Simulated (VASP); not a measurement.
Wanted: the native input for a VASP 6.6.1 run.

```
Task                   : relaxation of cell and atoms
Functional             : PBE
Potentials or basis    : VASP PAW PBE potentials, release 64 (Se, Ga_d)
Cutoff                 : 600 eV
k mesh                 : 6 × 6 × 6
Occupations            : fermi-dirac, width 0.05 eV
Spin                   : no spin polarisation
Target pressure        : 5 GPa
Dipole correction      : no
Further INCAR settings : ALGO = Normal; EDIFF = 1e-07; IBRION = 2; EDIFFG = -0.01; NSW = 60; ISIF = 3
```

The structure of Ga3Se lies in POSCAR:

```
Ga3Se
1.0
    4.4324650000      0.0000000000      0.0000000000
    0.0000000000      4.4324650000      0.0000000000
    0.0000000000      0.0000000000      4.4324650000
Se Ga
1 3
Direct
    0.0000000000      0.0000000000      0.0000000000
    0.5000000000      0.5000000000      0.0000000000
    0.5000000000      0.0000000000      0.5000000000
    0.0000000000      0.5000000000      0.5000000000
```

The input as run:

INCAR

```
SYSTEM = Ga3Se
PREC = Accurate
ENCUT = 600
EDIFF = 1E-7
ISMEAR = -1
SIGMA = 0.05
LREAL = .FALSE.
LASPH = .TRUE.
NELM = 60
ALGO = Normal
ISIF = 3
LWAVE = .FALSE.
LCHARG = .FALSE.
GGA = PE
IBRION = 2
NSW = 60
EDIFFG = -0.01
PSTRESS = 50.0
```

KPOINTS

```
Automatic mesh
0
G
  6 6 6
  0 0 0
```

Potentials or basis: VASP PAW PBE potentials, release 64 (Se, Ga_d).

The run is started by

```bash
$ cat potpaw_PBE.64/Se/POTCAR potpaw_PBE.64/Ga_d/POTCAR > POTCAR
$ mpirun -np 1 vasp_std > vasp.out
```

Results of the run:

```yaml
Relaxed_volume: 19.48 Å³/atom
Relaxed_cell: a = 4.271 Å, b = 4.271 Å, c = 4.271 Å, α = 90.00°, β = 90.00°, γ = 90.00°
Space_group_after_relaxing_to_0.1_Å: Pm-3m (No. 221)
Energy_change_on_relaxing_the_run_minimises_the_enthalpy: +27.3 meV/atom
Ionic_steps: 2
Pressure_after_relaxing: 4.9 GPa
Band_gap_on_the_k_mesh: zero (an odd number of electrons rules out a gap without spin polarisation)
```

Caveat: the cell is relaxed towards a set pressure, so the run minimises the enthalpy, not the energy.

Run time: 42 s on 1 thread of Intel(R) Xeon(R) 6975P-C (Granite Rapids) (shared host), peak memory 0.23 GiB.
